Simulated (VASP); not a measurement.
# NbTe (P-6m2) in VASP: a series of runs, part 2 of 2

VASP 6.6.1. Earlier steps stand in the parts before.

### Step 3. Single point, LDA (volume scaled by 0.96)

Input file INCAR:

```
PREC     = Accurate       # precision mode
ENCUT    = 520            # plane-wave cutoff, eV
EDIFF    = 1E-7           # SCF threshold, eV
ISMEAR   = -1             # smearing method
SIGMA    = 0.05           # smearing width, eV
LREAL    = F              # projectors in reciprocal space
LASPH    = T              # aspherical terms in the spheres
NELM     = 100            # most SCF steps
ALGO     = Normal         # electronic algorithm
ISIF     = 2              # what is computed and relaxed
LWAVE    = F              # write WAVECAR
LCHARG   = F              # write CHGCAR
NBANDS   = 16             # bands
```

Input file KPOINTS:

```
regular mesh
0
Gamma
  8 8 7
```

Input file POSCAR:

```
NbTe
1.0
    3.6529280573      0.0000000000      0.0000000000
   -1.8264640286      3.1635284958      0.0000000000
    0.0000000000      0.0000000000      3.6442831093
Te Nb
1 1
Direct
    0.6666666667      0.3333333333      0.0000000000
    0.0000000000      0.0000000000      0.5000000000
```

Potentials or basis: VASP PAW LDA potentials, release 64 (Te, Nb_sv).

The run is started by

```bash
$ cat potpaw_LDA.64/Te/POTCAR potpaw_LDA.64/Nb_sv/POTCAR > POTCAR
$ mpirun -np 1 vasp_std > vasp.out
```

OUTCAR:

```text
PREC = Accurate
   ENCUT = 520
   EDIFF = 1E-7
   ISMEAR = -1
   LREAL = F
   LASPH = T
   NELM = 100
   ISIF = 2

 ion  position               nearest neighbor table
   1  0.667  0.333  0.000-   2 2.79   2 2.79   2 2.79   2 2.79   2 2.79   2 2.79
   2  0.000  0.000  0.500-   1 2.79   1 2.79   1 2.79   1 2.79   1 2.79   1 2.79

  LATTYP: Found a hexagonal cell.
 ALAT       =     3.6529280573
 C/A-ratio  =     0.9976334196

  Lattice vectors:

 A1 = (   3.6529280573,   0.0000000000,   0.0000000000)
 A2 = (  -1.8264640286,   3.1635284958,   0.0000000000)
 A3 = (   0.0000000000,   0.0000000000,   3.6442831093)

Analysis of symmetry for initial positions (statically):
=====================================================================
 Subroutine PRICEL returns:
 Original cell was already a primitive cell.

 Routine SETGRP: Setting up the symmetry group for a
 hexagonal supercell.

 Subroutine GETGRP returns: Found 12 space group operations
 (whereof 12 operations were pure point group operations)
 out of a pool of 24 trial point group operations.

The static configuration has the point symmetry D_3h.

Analysis of symmetry for dynamics (positions and initial velocities):
=====================================================================
 Subroutine PRICEL returns:
 Original cell was already a primitive cell.

 Routine SETGRP: Setting up the symmetry group for a
 hexagonal supercell.

 Subroutine GETGRP returns: Found 12 space group operations
 (whereof 12 operations were pure point group operations)
 out of a pool of 24 trial point group operations.

The dynamic configuration has the point symmetry D_3h.

 Subroutine INISYM returns: Found 12 space group operations
 (whereof 12 operations are pure point group operations),
 and found     1 'primitive' translations

----------------------------------------------------------------------------------------

                                     Primitive cell

  volume of cell :      42.1139

[... 102 lines left out ...]
   EFERMI =   0.00;   METHOD = LEGACY
   ISMEAR =    -1;   SIGMA  =   0.05  broadening in eV -4-tet -1-fermi 0-gaus
   EFERMI_NEDOS =   21; number of points for ismear=-14 and -15
   IALGO  =     38    algorithm
   IMIX   =      4    mixing-type and parameters
     AMIX     =   0.40;   BMIX     =  1.00
     AMIX_MAG =   1.60;   BMIX_MAG =  1.00
  volume/ion in A,a.u.               =      21.06       142.10
  Fermi-wavevector in a.u.,A,eV,Ry     =   1.255599  2.372738 21.449985  1.576529
  Thomas-Fermi vector in A             =   2.389348
   LORBIT       =      0    0 simple, 1 ext, 2 COOP (PROOUT), +10 PAW based schemes
   GGA     = CA    functional components
   LHFCALC =     F    Hartree Fock is set to
   AEXX    =    0.0000 exact exchange contribution
   IVDW    =     0    specifies the selected vdW correction
   LEPSILON=     F    determine dielectric tensor
   LRPA    =     F    only Hartree local field effects (RPA)
 non-spin polarized calculation
  energy-cutoff  :      520.00
  volume of cell :       42.11
 maximum number of plane-waves:      1147
 NGX is ok and might be reduce to    28
   NGX = 13   NGY = 13   NGZ = 13

 number of electron      19.0000000 magnetization

 Free energy of the ion-electron system (eV)
  ---------------------------------------------------
  ext. energy  EPLUGINS =         0.00000000
  ---------------------------------------------------
  free energy    TOTEN  =       -15.51815339 eV

  energy without entropy =      -15.50747477  energy(sigma->0) =      -15.51281408

 E-fermi :  11.4915     XC(G=0): -11.6448

 val. band max:       11.4451502390   @ k =   0.2500  -0.0000   0.0000
 cond. band min:      11.5024862641   @ k =   0.1250  -0.0000   0.2857
 fundamental gap:      0.0573360251
 Fermi energy:        11.4915358810

 k-point     1 :       0.0000    0.0000    0.0000
  band No.  band energies     occupation
      1     -43.7308      2.00000
      2     -20.1089      2.00000
      3     -19.9004      2.00000
      4     -19.9004      2.00000
      5      -3.0296      2.00000
      6       8.2262      2.00000
[... 433 lines left out ...]
      3     -20.0241      2.00000
      4     -19.9226      2.00000
      5      -1.2591      2.00000
      6       5.0645      2.00000
[... 8 lines left out ...]
     15      17.9951      0.00000
     16      20.3447      0.00000

 [... further k-points ...]
[... 5 lines left out ...]
  --------------------------------------------------------------------------------------
  -------------------------------------------------------------------------------------
  Total       -0.7696279     -0.7696279     -0.5974295     -0.0000000      0.0000000     -0.0000000
  in kB      -29.2796849    -29.2796849    -22.7285775     -0.0000000      0.0000000     -0.0000000
  external PRESSURE =     -27.0959824 kB  Pullay stress =       0.0000000 kB

 VOLUME and BASIS-vectors are now :
 -----------------------------------------------------------------------------
  energy-cutoff  :      520.00
  volume of cell :       42.11
      direct lattice vectors                 reciprocal lattice vectors
     3.652928057  0.000000000  0.000000000     0.273752996  0.158051366  0.000000000
    -1.826464029  3.163528496  0.000000000     0.000000000  0.316102732  0.000000000
     0.000000000  0.000000000  3.644283109     0.000000000  0.000000000  0.274402391

 POSITION                                       TOTAL-FORCE (eV/Angst)
 -----------------------------------------------------------------------------------
      1.82646      1.05451      0.00000        -0.000000      0.000000      0.000000
      0.00000      0.00000      1.82214         0.000000     -0.000000      0.000000
 -----------------------------------------------------------------------------------
    total drift:                               -0.000000      0.000000      0.000000

  FREE ENERGIE OF THE ION-ELECTRON SYSTEM (eV)
  ---------------------------------------------------
  free  energy   TOTEN  =       -15.5181533853 eV

  energy  without entropy=      -15.5074747683  energy(sigma->0) =      -15.51281408
```

OSZICAR:

```text
N       E                     dE             d eps       ncg     rms          rms(c)
DAV:   1     0.151637869803E+03    0.15164E+03   -0.92983E+03  1280   0.110E+03
DAV:   2    -0.504805280573E+01   -0.15669E+03   -0.15246E+03  1632   0.386E+02
DAV:   3    -0.156900191902E+02   -0.10642E+02   -0.10502E+02  2384   0.726E+01
DAV:   4    -0.159360285077E+02   -0.24601E+00   -0.24554E+00  1536   0.107E+01
DAV:   5    -0.159473819875E+02   -0.11353E-01   -0.11350E-01  2152   0.242E+00    0.754E+00
DAV:   6    -0.155576495514E+02    0.38973E+00   -0.11959E+00  2056   0.995E+00    0.331E+00
DAV:   7    -0.155278023667E+02    0.29847E-01   -0.72347E-02  1504   0.196E+00    0.168E+00
DAV:   8    -0.155183590753E+02    0.94433E-02   -0.20062E-02  1920   0.881E-01    0.241E-01
DAV:   9    -0.155181931399E+02    0.16594E-03   -0.15261E-03  1624   0.301E-01    0.130E-01
DAV:  10    -0.155181571350E+02    0.36005E-04   -0.25892E-04  2064   0.178E-01    0.242E-02
DAV:  11    -0.155181533220E+02    0.38130E-05   -0.17056E-05  1680   0.447E-02    0.140E-02
DAV:  12    -0.155181533853E+02   -0.63257E-07   -0.76382E-07  1880   0.833E-03
   1 F= -.15518153E+02 E0= -.15512814E+02  d E =-.106786E-01
```

stdout:

```text
POSCAR found type information on POSCAR TeNb
 POSCAR found :  2 types and       2 ions
 scaLAPACK will be used
 LDA part: xc-table for (Slater(with rela. corr.)+CA(PZ))
 , standard interpolation
 POSCAR, INCAR and KPOINTS ok, starting setup
 FFT: planning ... GRIDC
 FFT: planning ... GRID_SOFT
 FFT: planning ... GRID
 WAVECAR not read
 entering main loop
```

It took 12 s on 1 thread of Intel Xeon 6975P-C, shared host; peak memory 0.16 GiB.

What came out:

- Free energy: -15.5182 eV
- Pressure: -2.7 GPa

Levels at points of the mesh, in eV from the Fermi level:
| k point | band 6 | band 7 | band 8 | band 9 | band 10 | band 11 | band 12 | band 13 | band 14 | band 15 |
| --- | --- | --- | --- | --- | --- | --- | --- | --- | --- | --- |
| (0.00, 0.00, 0.00) | -3.27 | -3.27 | -3.18 | -2.33 | 0.13 | 0.13 | 2.59 | 2.59 | 3.08 | 5.99 |
| (0.50, 0.00, 0.00) | -7.41 | -3.96 | -2.81 | -2.62 | -0.21 | 1.27 | 1.57 | 3.18 | 4.00 | 5.82 |

Caveat: spin-orbit coupling is left out, which moves the levels of the heavy elements.

### Step 4. Single point, LDA (volume scaled by 0.98)

Input file INCAR:

```
SYSTEM = NbTe
  PREC = Accurate
  ENCUT = 520
  EDIFF = 1E-6
  ISMEAR = -1
  SIGMA = 0.05
  LREAL = .FALSE.
  LASPH = .TRUE.
  NELM = 80
  ALGO = Normal
  ISIF = 2
  LWAVE = .FALSE.
  LCHARG = .FALSE.
  NBANDS = 16
```

Input file KPOINTS:

```
Automatic mesh
0
G
  8 8 7
  0 0 0
```

Input file POSCAR:

```
NbTe
1.0
    3.6781214607      0.0000000000      0.0000000000
   -1.8390607303      3.1853466232      0.0000000000
    0.0000000000      0.0000000000      3.6694168905
Te Nb
1 1
Direct
    0.6666666667      0.3333333333      0.0000000000
    0.0000000000      0.0000000000      0.5000000000
```

The run is started by

```bash
$ cat potpaw_LDA.64/Te/POTCAR potpaw_LDA.64/Nb_sv/POTCAR > POTCAR
$ mpirun -np 1 vasp_std > vasp.out
```

Run time: 15 s. Hardware: 1 thread of Intel Xeon 6975P-C, shared host; peak memory 0.16 GiB.

It converged, with:

* Free energy: -15.4965 eV
* Pressure: -5.3 GPa

Stress tensor (GPa, compression positive):
```
-5.23  0.00  0.00
 0.00 -5.23  0.00
 0.00  0.00 -5.32
```

Levels at points of the mesh, in eV from the Fermi level:
```tsv
k point	band 8	band 9	band 10	band 11	band 12	band 13
(0.00, 0.00, 0.00)	-3.08	-2.33	0.13	0.13	2.51	2.51
(0.50, 0.00, 0.00)	-2.71	-2.60	-0.20	1.24	1.52	3.10
```

Caveat: spin-orbit coupling is left out, which moves the levels of the heavy elements.

### Step 5. The runs side by side

```csv
cell,gap on the mesh (eV),pressure (GPa)
"a = 3.627, b = 3.627, c = 3.619 Å, angles 90.0, 90.0, 120.0°, 2 atoms",none,0.2
"a = 3.653, b = 3.653, c = 3.644 Å, angles 90.0, 90.0, 120.0°, 2 atoms",none,-2.7
"a = 3.678, b = 3.678, c = 3.669 Å, angles 90.0, 90.0, 120.0°, 2 atoms",none,-5.3
```

Alike in all rows: task single point; level LDA; potentials or basis VASP PAW LDA potentials, release 64 (Te, Nb_sv); no spin polarisation; k mesh 8 × 8 × 7; cutoff (eV) 520; smearing fermi-dirac 0.05 eV.

Caveats: spin-orbit coupling is left out, which moves the levels of the heavy elements.

Absolute energies hang on the potentials; compare differences alone.
